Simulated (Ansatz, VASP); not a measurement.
**KBr: VASP beside Ansatz**

The input POSCAR:

```
KBr
1.0
    4.0538470798      0.0000000000      0.0000000000
    0.0000000000      4.0538470798      0.0000000000
    0.0000000000      0.0000000000      4.0538470798
K Br
1 1
Direct
    0.0000000000      0.0000000000      0.0000000000
    0.5000000000      0.5000000000      0.5000000000
```

INCAR.step1

```
  ALGO = Normal
  EDIFF = 1E-4
  ENCUT = 520
  GGA = PE
  ISMEAR = 0
  LASPH = True
  LCHARG = False
  LREAL = False
  LWAVE = True
  NBANDS = 15
  NELM = 60
  PREC = Accurate
  SIGMA = 0.01
```

The input INCAR.step2:

```
  ALGO = Normal
  EDIFF = 1E-6
  ENCUT = 520
  ISIF = 2
  ISMEAR = 0
  ISTART = 1
  LASPH = True
  LCHARG = True
  LELF = True
  LMIXTAU = True
  LREAL = False
  LVHAR = True
  LWAVE = False
  METAGGA = R2SCAN
  NBANDS = 15
  NELM = 60
  PREC = Accurate
  SIGMA = 0.01
```

File KPOINTS:

```
k-points
0
Gamma
  6 6 6
```

Input for Ansatz:

```yaml
crystal:
  lattice:
    - [4.0538470798, 0.0, 0.0]
    - [0.0, 4.0538470798, 0.0]
    - [0.0, 0.0, 4.0538470798]
  atoms:
    - { symbol: K, position: [0.0, 0.0, 0.0] }
    - { symbol: Br, position: [0.5, 0.5, 0.5] }
kpoints:
  mp_grid: { grid: [6, 6, 6] }
hamiltonian:
  xc: r2scan
scf:
  occupations: { method: fixed }
  n_extra_bands: 4
output:
  forces: true
  stress: true
  eigenvalues: true
```

Alike in both runs: task single point; functional r2SCAN; k mesh 6 × 6 × 6; no spin polarisation.

```csv
,VASP,Ansatz
version,VASP 6.6.1,Ansatz 0.2.0
potentials or method,"VASP PAW PBE potentials, release 64 (K_sv, Br)","plane waves, PAW"
plane-wave cutoff (eV),520,500
occupations,"gaussian, width 0.01 eV",fixed
valence electrons in the cell,16,16
```

```csv
,VASP,Ansatz,Ansatz less VASP
gap on the k mesh at the Fermi level (eV),4.57,4.57,-0.003
pressure (GPa),-1.0,-1.0,0.00
```

VASP's potentials were made for PBE, not for r2SCAN.
